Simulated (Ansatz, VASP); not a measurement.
## Two plane-wave programs on Ge2BiO2

The input INCAR:

```
PREC     = Accurate       # precision mode
ENCUT    = 520            # plane-wave cutoff, eV
EDIFF    = 1E-7           # SCF threshold, eV
ISMEAR   = 0              # smearing method
SIGMA    = 0.1            # smearing width, eV
LREAL    = F              # projectors in reciprocal space
LASPH    = T              # aspherical terms in the spheres
NELM     = 100            # most SCF steps
ALGO     = Normal         # electronic algorithm
ISIF     = 2              # what is computed and relaxed
LWAVE    = F              # write WAVECAR
LCHARG   = F              # write CHGCAR
GGA      = PE             # functional
NBANDS   = 36             # bands
```

KPOINTS

```
regular mesh
0
Gamma
  6 6 4
```

Contents of POSCAR:

```
Ge2BiO2
1.0
    3.6349236300      0.0000000000      0.0000000000
    0.0000000000      3.6349236300      0.0000000000
    0.0000000000      0.0000000000      7.3686469100
Ge Bi O
2 1 2
Direct
    0.5000000000      0.0000000000      0.1809170900
    0.0000000000      0.5000000000      0.1809170900
    0.5000000000      0.5000000000      0.4674850100
    0.5000000000      0.0000000000      0.4398501800
    0.0000000000      0.5000000000      0.4398501800
```

Input for Ansatz:

```yaml
crystal:
  lattice:
    - [3.63492363, 0.0, 0.0]
    - [0.0, 3.63492363, 0.0]
    - [0.0, 0.0, 7.36864691]
  atoms:
    - { symbol: Ge, position: [0.5, 0.0, 0.18091709] }
    - { symbol: Ge, position: [0.0, 0.5, 0.18091709] }
    - { symbol: Bi, position: [0.5, 0.5, 0.46748501] }
    - { symbol: O, position: [0.5, 0.0, 0.43985018] }
    - { symbol: O, position: [0.0, 0.5, 0.43985018] }
basis:
  ecutwfc: 420
kpoints:
  mp_grid: { grid: [6, 6, 4] }
hamiltonian:
  xc: pbe
scf:
  occupations: { method: gaussian, width: 0.1 }
  lower_state_search: "off"
output:
  forces: true
  stress: true
  eigenvalues: true
```

Alike in both runs: task single point; functional PBE; k mesh 6 × 6 × 4; occupations gaussian, width 0.1 eV; no spin polarisation.

|  | VASP | Ansatz |
| --- | --- | --- |
| version | VASP 6.6.1 | Ansatz 0.2.0 |
| potentials or method | VASP PAW PBE potentials, release 64 (Ge_d, Bi_d, O), cutoff 520 eV | scalar-relativistic, plane waves, PAW |
| valence electrons in the cell | 55 | 55 |

VASP gave:

```
gap on the k mesh at the Fermi level (eV) : none
rms of the force components (eV/Å)        : 3.273
```

Q: What did Ansatz give for the same quantities?

A: gap on the k mesh at the Fermi level (eV): none; rms of the force components (eV/Å): 3.268.

Atom by atom the forces differ by 0.021 eV/Å (rms over components). A gap of «none» marks a metal or a gap that the smearing closes.

Neither program's run includes spin-orbit coupling.
